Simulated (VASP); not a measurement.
Set up this calculation in VASP 6.6.1, as the native input.

```
Task                   : single point
Functional             : PBE
Potentials or basis    : VASP PAW PBE potentials, release 64 (Ni)
Cutoff                 : 520 eV
k mesh                 : 10 × 10 × 10
Occupations            : gaussian, width 0.1 eV
Spin                   : collinear spin, ferromagnetic start
Starting moments       : [0.81] μB
Dipole correction      : no
Further INCAR settings : ALGO = Fast; EDIFF = 1e-07; NBANDS = 15
```

The structure of Ni lies in POSCAR:

```
Ni
1.0
    0.0000000000      1.7599725270      1.7599725270
    1.7599725270      0.0000000000      1.7599725270
    1.7599725270      1.7599725270      0.0000000000
Ni
1
Direct
    0.0000000000      0.0000000000      0.0000000000
```

The input as run:

INCAR

```
PREC = Accurate
ENCUT = 520
EDIFF = 1E-7
ISMEAR = 0
SIGMA = 0.1
LREAL = F
LASPH = T
NELM = 150
ALGO = Fast
ISIF = 2
LWAVE = F
LCHARG = F
ISPIN = 2
MAGMOM = 0.81
LORBIT = 11
LMAXMIX = 4
GGA = PE
NBANDS = 15
```

KPOINTS

```
regular mesh
0
Gamma
  10 10 10
```

Potentials or basis: VASP PAW PBE potentials, release 64 (Ni).

Command:

```console
$ cat potpaw_PBE.64/Ni/POTCAR > POTCAR
$ mpirun -np 1 vasp_std > vasp.out
```

Results of the run:

```yaml
Pressure: 0.2 GPa
Net_moment: 0.72 μB per cell
Site_moments: Ni +0.73 μB
Valence_electrons_inside_the_program's_atomic_spheres: Ni 9.30
```

Wall time 24 s on 1 thread of Intel(R) Xeon(R) Platinum 8259CL CPU @ 2.50GHz (Skylake/Cascade Lake), with other jobs on the host, peak memory 0.14 GiB.
